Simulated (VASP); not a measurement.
# Cu (Fm-3m) in VASP: notebook

The runs below take Cu through single point, with BLYP, PBE, r2SCAN.

All numbers are computed with VASP 6.6.1; they aren't measurements. Logs are shortened: lines on timing, memory, paths and dates and some standing lists are left out, and cuts for length are marked.

## Step 1: The cell of the first run

It takes space group Fm-3m (No. 225, cubic). Conventional cell: a = 3.615 Å, b = 3.615 Å, c = 3.615 Å, α = 90.00°, β = 90.00°, γ = 90.00°. Within 3.4 Å of Cu (site symmetry m-3m) lie 12 Cu at 2.56 Å.

## Step 2: Single point, BLYP

INCAR

```
AGGAC    = 1.0          
AGGAX    = 1.0          
ALDAC    = 0.0          
ALDAX    = 1.0          
ALGO     = Normal         # electronic algorithm
EDIFF    = 1E-6           # SCF threshold, eV
ENCUT    = 600            # plane-wave cutoff, eV
GGA      = B5             # functional
GGA_COMPAT= F            
ISIF     = 2              # what is computed and relaxed
ISMEAR   = 1              # smearing method
LASPH    = T              # aspherical terms in the spheres
LCHARG   = F              # write CHGCAR
LREAL    = F              # projectors in reciprocal space
LWAVE    = F              # write WAVECAR
NBANDS   = 12             # bands
NELM     = 120            # most SCF steps
PREC     = Accurate       # precision mode
SIGMA    = 0.05           # smearing width, eV
```

KPOINTS

```
k-points
0
Gamma
  14 14 14
```

POSCAR

```
Cu
1.0
    0.0000000000      1.8075000000      1.8075000000
    1.8075000000      0.0000000000      1.8075000000
    1.8075000000      1.8075000000      0.0000000000
Cu
1
Direct
    0.0000000000      0.0000000000      0.0000000000
```

Potentials or basis: VASP PAW PBE potentials, release 64 (Cu).

On the command line:

```console
$ cat potpaw_PBE.64/Cu/POTCAR > POTCAR
$ mpirun -np 1 vasp_std > vasp.out
```

OUTCAR:

```text
EDIFF = 1E-6
   ENCUT = 600
   GGA = B5
   ISIF = 2
   ISMEAR = 1
   LASPH = T
   LREAL = F
   NELM = 120
   PREC = Accurate

 ion  position               nearest neighbor table
   1  0.000  0.000  0.000-

  LATTYP: Found a face centered cubic cell.
 ALAT       =     3.6150000000

  Lattice vectors:

 A1 = (   0.0000000000,   1.8075000000,   1.8075000000)
 A2 = (   1.8075000000,   0.0000000000,   1.8075000000)
 A3 = (   1.8075000000,   1.8075000000,   0.0000000000)

Analysis of symmetry for initial positions (statically):
=====================================================================
 Subroutine PRICEL returns:
 Original cell was already a primitive cell.

 Routine SETGRP: Setting up the symmetry group for a
 face centered cubic supercell.

 Subroutine GETGRP returns: Found 48 space group operations
 (whereof 48 operations were pure point group operations)
 out of a pool of 48 trial point group operations.

The static configuration has the point symmetry O_h .

Analysis of symmetry for dynamics (positions and initial velocities):
=====================================================================
 Subroutine PRICEL returns:
 Original cell was already a primitive cell.

 Routine SETGRP: Setting up the symmetry group for a
 face centered cubic supercell.

 Subroutine GETGRP returns: Found 48 space group operations
 (whereof 48 operations were pure point group operations)
 out of a pool of 48 trial point group operations.

The dynamic configuration has the point symmetry O_h .

 Subroutine INISYM returns: Found 48 space group operations
 (whereof 48 operations are pure point group operations),
 and found     1 'primitive' translations

----------------------------------------------------------------------------------------

                                     Primitive cell

  volume of cell :      11.8104

  direct lattice vectors                    reciprocal lattice vectors
     0.000000000  1.807500000  1.807500000    -0.276625173  0.276625173  0.276625173
     1.807500000  0.000000000  1.807500000     0.276625173 -0.276625173  0.276625173
     1.807500000  1.807500000  0.000000000     0.276625173  0.276625173 -0.276625173

  length of vectors
     2.556191014  2.556191014  2.556191014     0.479128854  0.479128854  0.479128854

  position of ions in fractional coordinates (direct lattice)
     0.000000000  0.000000000  0.000000000

  ion indices of the primitive-cell ions
   primitive index   ion index
                 1           1

----------------------------------------------------------------------------------------

 KPOINTS: k-points

Automatic generation of k-mesh.
 Grid dimensions read from file:
 generate k-points for:   14   14   14

 Generating k-lattice:

  Cartesian coordinates                     Fractional coordinates (reciprocal lattice)
    -0.019758941  0.019758941  0.019758941     0.071428571  0.000000000  0.000000000
     0.019758941 -0.019758941  0.019758941     0.000000000  0.071428571  0.000000000
     0.019758941  0.019758941 -0.019758941     0.000000000  0.000000000  0.071428571

  Length of vectors
     0.034223490  0.034223490  0.034223490

  Shift w.r.t. Gamma in fractional coordinates (k-lattice)
     0.000000000  0.000000000  0.000000000

 Subroutine IBZKPT returns following result:
 ===========================================

 Found    104 irreducible k-points:

 Following reciprocal coordinates:
            Coordinates               Weight
  0.000000  0.000000  0.000000      1.000000
  0.071429  0.000000  0.000000      8.000000
  0.142857  0.000000  0.000000      8.000000
  0.214286  0.000000  0.000000      8.000000
  0.285714  0.000000  0.000000      8.000000
  0.357143  0.000000  0.000000      8.000000
[... 16 lines left out ...]
  0.214286  0.142857  0.000000     24.000000
  0.285714  0.142857  0.000000     24.000000
 [... further k-points ...]
   k-points           NKPTS =    104   k-points in BZ     NKDIM =    104   number of bands    NBANDS=     12
   number of dos      NEDOS =    301   number of ions     NIONS =      1
   total plane-waves  NPLWV =   8000
   dimension x,y,z NGX =    20 NGY =   20 NGZ =   20
   dimension x,y,z NGXF=    40 NGYF=   40 NGZF=   40
   ions per type =               1
   NGX,Y,Z   is equivalent  to a cutoff of  13.01, 13.01, 13.01 a.u.
   NGXF,Y,Z  is equivalent  to a cutoff of  26.01, 26.01, 26.01 a.u.
 SYSTEM =  unknown system
   PREC   = accura    normal or accurate (medium, high low for compatibility)
   ISTART =      0    job   : 0-new  1-cont  2-samecut
   ICHARG =      2    charge: 1-file 2-atom 10-const
   ISPIN  =      1    spin polarized calculation?
   LNONCOLLINEAR =      F non collinear calculations
   LSORBIT =      F    spin-orbit coupling
   LASPH  =      T    aspherical Exc in radial PAW
   ENCUT  =  600.0 eV  44.10 Ry    6.64 a.u.   5.11  5.11  5.11*2*pi/ulx,y,z
   NELM   =    120;   NELMIN=  2; NELMDL= -5     # of ELM steps
   EDIFF  = 0.1E-05   stopping-criterion for ELM
   LREAL  =      F    real-space projection
   EDIFFG = 0.1E-04   stopping-criterion for IOM
   NSW    =      0    number of steps for IOM
   IBRION =     -1    ionic relax: 0-MD 1-quasi-New 2-CG
   NFREE  =      0    steps in history (QN), initial steepest desc. (CG)
   ISIF   =      2    stress and relaxation
   ISYM   =      2    0-nonsym 1-usesym 2-fastsym
   POTIM  = 0.5000    time-step for ionic-motion
   TEBEG  =    0.0;   TEEND  =   0.0 temperature during run
   PSTRESS=    0.0 pullay stress
   NELECT =      11.0000    total number of electrons
   NUPDOWN=      -1.0000    fix difference up-down
   EMIN   =  10.00;   EMAX   =-10.00  energy-range for DOS
   EFERMI =   0.00;   METHOD = LEGACY
   ISMEAR =     1;   SIGMA  =   0.05  broadening in eV -4-tet -1-fermi 0-gaus
   EFERMI_NEDOS =   21; number of points for ismear=-14 and -15
   IALGO  =     38    algorithm
   IMIX   =      4    mixing-type and parameters
     AMIX     =   0.40;   BMIX     =  1.00
     AMIX_MAG =   1.60;   BMIX_MAG =  1.00
  volume/ion in A,a.u.               =      11.81        79.70
  Fermi-wavevector in a.u.,A,eV,Ry     =   1.598763  3.021224 34.777078  2.556043
  Thomas-Fermi vector in A             =   2.696162
   LORBIT       =      0    0 simple, 1 ext, 2 COOP (PROOUT), +10 PAW based schemes
   GGA     = B5    functional components
   LHFCALC =     F    Hartree Fock is set to
   AEXX    =    0.0000 exact exchange contribution
   IVDW    =     0    specifies the selected vdW correction
   LEPSILON=     F    determine dielectric tensor
   LRPA    =     F    only Hartree local field effects (RPA)
 non-spin polarized calculation
 Methfessel and Paxton  Order N= 1 SIGMA  =   0.05
  energy-cutoff  :      600.00
  volume of cell :       11.81
 maximum number of plane-waves:       411
   NGX = 11   NGY = 11   NGZ = 11

 number of electron      11.0000001 magnetization

 Free energy of the ion-electron system (eV)
  ---------------------------------------------------
  ext. energy  EPLUGINS =         0.00000000
  ---------------------------------------------------
  free energy    TOTEN  =        -2.95222145 eV

  energy without entropy =       -2.95217930  energy(sigma->0) =       -2.95220740

 E-fermi :   8.0635     XC(G=0): -12.1566

 val. band max:        7.9285897926   @ k =   0.5000   0.2857   0.1429
 cond. band min:       8.0899345753   @ k =   0.5000   0.2143   0.0714
 fundamental gap:      0.1613447827
 Fermi energy:         8.0635240655

 k-point     1 :       0.0000    0.0000    0.0000
  band No.  band energies     occupation
      1      -1.1887      2.00000
      2       4.9500      2.00000
      3       4.9500      2.00000
      4       4.9500      2.00000
      5       5.7661      2.00000
      6       5.7661      2.00000
      7      31.0137      0.00000
      8      33.2637      0.00000
      9      33.2637      0.00000
     10      33.2637      0.00000
     11      35.9047      0.00000
     12      35.9047      0.00000

 k-point     2 :       0.0714    0.0000    0.0000
  band No.  band energies     occupation
      1      -1.0028      2.00000
      2       4.9124      2.00000
      3       4.9849      2.00000
      4       4.9849      2.00000
      5       5.7530      2.00000
      6       5.7530      2.00000
      7      29.6578      0.00000
      8      31.8193      0.00000
      9      32.7309      0.00000
     10      32.7309      0.00000
     11      36.7038      0.00000
     12      36.7038      0.00000

 k-point     3 :       0.1429    0.0000    0.0000
  band No.  band energies     occupation
      1      -0.4563      2.00000
      2       4.8184      2.00000
      3       5.0645      2.00000
      4       5.0645      2.00000
      5       5.7370      2.00000
      6       5.7370      2.00000
      7      26.0539      0.00000
      8      31.5000      0.00000
      9      31.8719      0.00000
     10      31.8719      0.00000
     11      37.9636      0.00000
     12      38.1587      0.00000

 k-point     4 :       0.2143    0.0000    0.0000
  band No.  band energies     occupation
      1       0.4077      2.00000
      2       4.7294      2.00000
      3       5.1135      2.00000
      4       5.1135      2.00000
      5       5.7870      2.00000
      6       5.7870      2.00000
      7      22.3603      0.00000
      8      31.1350      0.00000
      9      31.1350      0.00000
     10      31.1578      0.00000
     11      37.5058      0.00000
     12      37.5059      0.00000

 k-point     5 :       0.2857    0.0000    0.0000
  band No.  band energies     occupation
      1       1.4670      2.00000
      2       4.7806      2.00000
      3       5.0790      2.00000
      4       5.0790      2.00000
      5       5.9421      2.00000
      6       5.9421      2.00000
      7      18.8779      0.00000
      8      30.5867      0.00000
      9      30.5867      0.00000
     10      30.6389      0.00000
     11      35.8254      0.00000
     12      35.8254      0.00000
[... 228 lines left out ...]
      1      -0.6966      2.00000
      2       4.8434      2.00000
      3       5.0358      2.00000
      4       5.0497      2.00000
      5       5.6864      2.00000
      6       5.7881      2.00000
      7      28.3373      0.00000
      8      29.2089      0.00000
      9      32.5933      0.00000
     10      33.9619      0.00000
     11      36.1552      0.00000
     12      36.7608      0.00000

 k-point    22 :       0.1429    0.1429    0.0000
  band No.  band energies     occupation
      1      -0.2153      2.00000
      2       4.6796      2.00000
      3       5.1818      2.00000
      4       5.1818      2.00000
      5       5.5304      2.00000
      6       5.8685      2.00000
      7      28.6733      0.00000
      8      28.6733      0.00000
      9      28.9044      0.00000
     10      30.8205      0.00000
     11      34.8217      0.00000
     12      40.0931      0.00000

 k-point    23 :       0.2143    0.1429    0.0000
  band No.  band energies     occupation
      1       0.4204      2.00000
      2       4.5512      2.00000
      3       5.2327      2.00000
      4       5.2873      2.00000
      5       5.5262      2.00000
      6       5.9295      2.00000
      7      25.2639      0.00000
      8      27.5532      0.00000
      9      29.0646      0.00000
     10      31.0445      0.00000
     11      33.0947      0.00000
     12      40.1469      0.00000

 k-point    24 :       0.2857    0.1429    0.0000
  band No.  band energies     occupation
      1       1.3261      2.00000
      2       4.4507      2.00000
      3       5.1017      2.00000
      4       5.3272      2.00000
      5       5.8065      2.00000
      6       6.0486      2.00000
      7      21.6647      0.00000
      8      26.7777      0.00000
      9      28.5342      0.00000
     10      29.9594      0.00000
     11      34.4380      0.00000
     12      39.5187      0.00000

 [... further k-points ...]
[... 5 lines left out ...]
  --------------------------------------------------------------------------------------
  -------------------------------------------------------------------------------------
  Total        0.7786450      0.7786450      0.7786450      0.0000000      0.0000000      0.0000000
  in kB      105.6294836    105.6294836    105.6294836      0.0000000      0.0000000      0.0000000
  external PRESSURE =     105.6294836 kB  Pullay stress =       0.0000000 kB

 VOLUME and BASIS-vectors are now :
 -----------------------------------------------------------------------------
  energy-cutoff  :      600.00
  volume of cell :       11.81
      direct lattice vectors                 reciprocal lattice vectors
     0.000000000  1.807500000  1.807500000    -0.276625173  0.276625173  0.276625173
     1.807500000  0.000000000  1.807500000     0.276625173 -0.276625173  0.276625173
     1.807500000  1.807500000  0.000000000     0.276625173  0.276625173 -0.276625173

 POSITION                                       TOTAL-FORCE (eV/Angst)
 -----------------------------------------------------------------------------------
      0.00000      0.00000      0.00000        -0.000000      0.000000     -0.000000
 -----------------------------------------------------------------------------------
    total drift:                                0.000000      0.000000      0.000000

  FREE ENERGIE OF THE ION-ELECTRON SYSTEM (eV)
  ---------------------------------------------------
  free  energy   TOTEN  =        -2.9522214518 eV

  energy  without entropy=       -2.9521793006  energy(sigma->0) =       -2.95220740
```

It took 14 s on 1 thread of Intel Xeon Platinum 8259CL at 2.50GHz (Skylake/Cascade Lake), shared host; peak memory 0.13 GiB.

What came out:

- Free energy: -2.9522 eV
- Pressure: 10.6 GPa
- Band gap on the k mesh: zero (an odd number of electrons rules out a gap without spin polarisation)

Caveat: the cell stands under pressure; the PAW data sets were made with another functional, which shifts forces and pressure a little.

[end of part 1 of 2]
